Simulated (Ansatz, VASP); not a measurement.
# AgI in VASP and in Ansatz

Contents of INCAR:

```
SYSTEM = AgI
ALGO = Normal ; EDIFF = 1E-7
EDIFFG = -0.01 ; ENCUT = 500
GGA = PE ; GGA_COMPAT = .FALSE.
IBRION = 2 ; ISIF = 3
ISMEAR = 0 ; LASPH = .TRUE.
LCHARG = .FALSE. ; LREAL = .FALSE.
LWAVE = .FALSE. ; NELM = 120
NELMIN = 4 ; NSW = 65
PREC = Accurate ; SIGMA = 0.02
```

File KPOINTS:

```
k-points
0
G
  6 6 2
  0 0 0
```

POSCAR

```
AgI
1.0
    4.6862949035      0.0000000000      0.0000000000
   -2.3431474518      4.0584504361      0.0000000000
    0.0000000000      0.0000000000     22.9922031853
Ag I
6 6
Direct
    0.0000000000      0.0000000000      0.0000000000
    0.3333333333      0.6666666667      0.1666666667
    0.6666666667      0.3333333333      0.3333333333
    0.0000000000      0.0000000000      0.5000000000
    0.6666666667      0.3333333333      0.6666666667
    0.3333333333      0.6666666667      0.8333333333
    0.0000000000      0.0000000000      0.1250000000
    0.3333333333      0.6666666667      0.2916666667
    0.6666666667      0.3333333333      0.4583333333
    0.0000000000      0.0000000000      0.6250000000
    0.6666666667      0.3333333333      0.7916666667
    0.3333333333      0.6666666667      0.9583333333
```

Input for Ansatz:

```yaml
crystal:
  lattice:
    - [4.6862949035, 0.0, 0.0]
    - [-2.3431474518, 4.0584504361, 0.0]
    - [0.0, 0.0, 22.9922031853]
  atoms:
    - { symbol: Ag, position: [0.0, 0.0, 0.0] }
    - { symbol: I, position: [0.0, 0.0, 0.125] }
    - { symbol: Ag, position: [0.3333333333, 0.6666666667, 0.1666666667] }
    - { symbol: I, position: [0.3333333333, 0.6666666667, 0.2916666667] }
    - { symbol: Ag, position: [0.6666666667, 0.3333333333, 0.3333333333] }
    - { symbol: I, position: [0.6666666667, 0.3333333333, 0.4583333333] }
    - { symbol: Ag, position: [0.0, 0.0, 0.5] }
    - { symbol: I, position: [0.0, 0.0, 0.625] }
    - { symbol: Ag, position: [0.6666666667, 0.3333333333, 0.6666666667] }
    - { symbol: I, position: [0.6666666667, 0.3333333333, 0.7916666667] }
    - { symbol: Ag, position: [0.3333333333, 0.6666666667, 0.8333333333] }
    - { symbol: I, position: [0.3333333333, 0.6666666667, 0.9583333333] }
basis:
  ecutwfc: 420
kpoints:
  mp_grid: { grid: [6, 6, 2] }
hamiltonian:
  xc: pbe
scf:
  occupations: { method: gaussian, width: 0.02 }
output:
  forces: true
  stress: true
  eigenvalues: true
  populations: true
relax:
  adjacent_minimum: "off"
  f_tol: 0.01
  max_steps: 45
  cell: { stress_tol: 0.05 }
```

Alike in both runs: task relaxation of cell and atoms; functional PBE; k mesh 6 × 6 × 2; occupations gaussian, width 0.02 eV; no spin polarisation.

```csv
,VASP,Ansatz
version,VASP 6.6.1,Ansatz 0.2.0
potentials or method,"VASP PAW PBE potentials, release 64 (Ag, I), cutoff 500 eV","scalar-relativistic, plane waves, PAW"
valence electrons in the cell,108,216
```

Ansatz gave:

```
gap on the k mesh at the Fermi level, each at its own relaxed structure (eV) : 1.35
relaxed volume (Å³/atom)                                                     : 36.40
```

What did VASP give for the same quantities?

gap on the k mesh at the Fermi level, each at its own relaxed structure (eV): 1.35; relaxed volume (Å³/atom): 36.36.

VASP's potentials hold 108 valence electrons a cell and Ansatz's 216, so a difference there can come from the potentials and not from the codes.

Spin-orbit coupling is off throughout.
